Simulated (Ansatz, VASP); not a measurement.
**Mg in VASP and in Ansatz**

```
CELL_PARAMETERS angstrom
3.19531 0.00000 0.00000
-1.59766 2.76722 0.00000
0.00000 0.00000 5.18794
ATOMIC_POSITIONS crystal
Mg 0.33333 0.66667 0.25000
Mg 0.66667 0.33333 0.75000
```

Alike in both runs: task single point; functional PBE; k mesh 11 × 11 × 6; occupations methfessel-paxton of order 1, width 1 eV; no spin polarisation.

|  | VASP | Ansatz |
| --- | --- | --- |
| version | VASP 6.6.1 | Ansatz 0.2.0 |
| potentials or method | VASP PAW PBE potentials, release 64 (Mg), cutoff 520 eV | plane waves (420 eV) with PAW, scalar-relativistic |
| valence electrons in the cell | 4 | 20 |

|  | VASP | Ansatz | Ansatz less VASP |
| --- | --- | --- | --- |
| pressure (GPa) | -0.1 | 0.0 | +0.13 |
| traceless stress, the component that is largest in VASP (GPa) | -0.06 | -0.06 | 0.000 |

VASP's potentials hold 4 valence electrons a cell and Ansatz's 20, so a difference there can come from the potentials and not from the codes.
